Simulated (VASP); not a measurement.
Runs of VASP 6.6.1 on MgO2. The structure is that of space group R-3m (No. 166), or close to it. The cells are those of the table. 

| cell | gap on the mesh (eV) | pressure (GPa) | largest force (eV/Å) |
| --- | --- | --- | --- |
| a = 4.076 Å, angles 48.8°, 3 atoms | 1.83 | -15.4 | 0.26 |
| a = 4.110 Å, angles 46.0°, 3 atoms | 1.28 | -12.2 | 1.11 |
| a = 3.757 Å, angles 47.9°, 3 atoms | 3.22 | 21.1 | 0.78 |
| a = 3.779 Å, angles 48.9°, 3 atoms | (a) | (b) | (c) |
| a = 3.847 Å, angles 51.9°, 3 atoms | 2.66 | -3.8 | 2.27 |

Alike in all rows: task single point; level PBEsol; potentials or basis VASP PAW PBE potentials, release 64 (Mg, O); no spin polarisation; k mesh 12 × 12 × 12; cutoff (eV) 520; smearing gaussian 0.05 eV.

**Question.** Estimate the missing entries.

**Answer.** (a) 3.26; (b) 12.5; (c) 1.27.

Caveats: the PAW data sets were made with another functional, which shifts forces and pressure a little.

A k mesh can miss the band edges.
